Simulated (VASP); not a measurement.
Input of a VASP 6.6.1 run:

Contents of INCAR:

```
SYSTEM = Sb
PREC = Accurate ; ENCUT = 520
EDIFF = 1E-8 ; ISMEAR = -1
SIGMA = 0.05 ; LREAL = .FALSE.
LASPH = .TRUE. ; NELM = 80
ALGO = Normal ; ISIF = 2
LWAVE = .FALSE. ; LCHARG = .FALSE.
GGA = PE ; LEFG = .TRUE.
NBANDS = 8
```

Contents of KPOINTS:

```
Automatic mesh
0
G
  12 12 12
  0 0 0
```

Contents of POSCAR:

```
Sb
1.0
    0.0000000000      2.3502075557      2.3502075557
    2.3502075557      0.0000000000      2.3502075557
    2.3502075557      2.3502075557      0.0000000000
Sb
1
Direct
    0.0000000000      0.0000000000      0.0000000000
```

Potentials or basis: VASP PAW PBE potentials, release 64 (Sb).

Run with:

```console
$ cat potpaw_PBE.64/Sb/POTCAR > POTCAR
$ mpirun -np 1 vasp_std > vasp.out
```

(1) Predict the pressure.

## Answers

(1) 3.8 GPa.

Caveat: without QUAD_EFG the Cq values of the log hold for a quadrupole moment of 1 mb, not for the nuclei.
